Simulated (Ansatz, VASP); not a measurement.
One calculation of InSb3, two programs

The input INCAR:

```
PREC = Accurate
ENCUT = 520
EDIFF = 1E-6
ISMEAR = 0
SIGMA = 0.15
LREAL = F
LASPH = T
NELM = 60
ALGO = Normal
ISIF = 2
LWAVE = F
LCHARG = F
GGA = PS
IVDW = 12
NBANDS = 22
```

KPOINTS

```
regular mesh
0
Gamma
  12 12 12
```

The input POSCAR:

```
InSb3
1.0
    0.0000000000      3.6620664019      3.6620664019
    3.6620664019      0.0000000000      3.6620664019
    3.6620664019      3.6620664019      0.0000000000
In Sb
1 3
Direct
    0.0230470971      0.0230470971     -0.0230470971
    0.2500000000      0.2500000000      0.2500000000
    0.7500000000      0.7500000000      0.7500000000
    0.5000000000      0.5000000000      0.5000000000
```

Input for Ansatz:

```yaml
crystal:
  lattice:
    - [0.0, 3.6620664019, 3.6620664019]
    - [3.6620664019, 0.0, 3.6620664019]
    - [3.6620664019, 3.6620664019, 0.0]
  atoms:
    - { symbol: In, position: [0.0230470971, 0.0230470971, -0.0230470971] }
    - { symbol: Sb, position: [0.25, 0.25, 0.25] }
    - { symbol: Sb, position: [0.75, 0.75, 0.75] }
    - { symbol: Sb, position: [0.5, 0.5, 0.5] }
basis:
  ecutwfc: 420
kpoints:
  mp_grid: { grid: [12, 12, 12] }
hamiltonian:
  xc: pbesol
  dispersion: d3bj
scf:
  occupations: { method: gaussian, width: 0.15 }
output:
  forces: true
  stress: true
  eigenvalues: true
```

Alike in both runs: task single point; functional PBEsol; dispersion D3(BJ); k mesh 12 × 12 × 12; occupations gaussian, width 0.15 eV; no spin polarisation.

|  | VASP | Ansatz |
| --- | --- | --- |
| version | VASP 6.6.1 | Ansatz 0.2.0 |
| potentials or method | VASP PAW PBE potentials, release 64 (In_d, Sb), cutoff 520 eV | scalar-relativistic, plane waves, PAW |
| valence electrons in the cell | 28 | 58 |

```tsv
	VASP	Ansatz	Ansatz less VASP
gap on the k mesh at the Fermi level (eV)	none	none	-
pressure (GPa)	0.6	0.6	-0.04
traceless stress, the component that is largest in VASP (GPa)	-0.14	-0.14	+0.002
rms of the force components (eV/Å)	0.192	0.191	-0.0013
```

VASP's potentials were made for PBE, not for PBEsol. Atom by atom the forces differ by 0.001 eV/Å (rms over components). A gap of «none» marks a metal or a gap that the smearing closes. VASP's potentials hold 28 valence electrons a cell and Ansatz's 58, so a difference there can come from the potentials and not from the codes.

Neither program's run includes spin-orbit coupling.
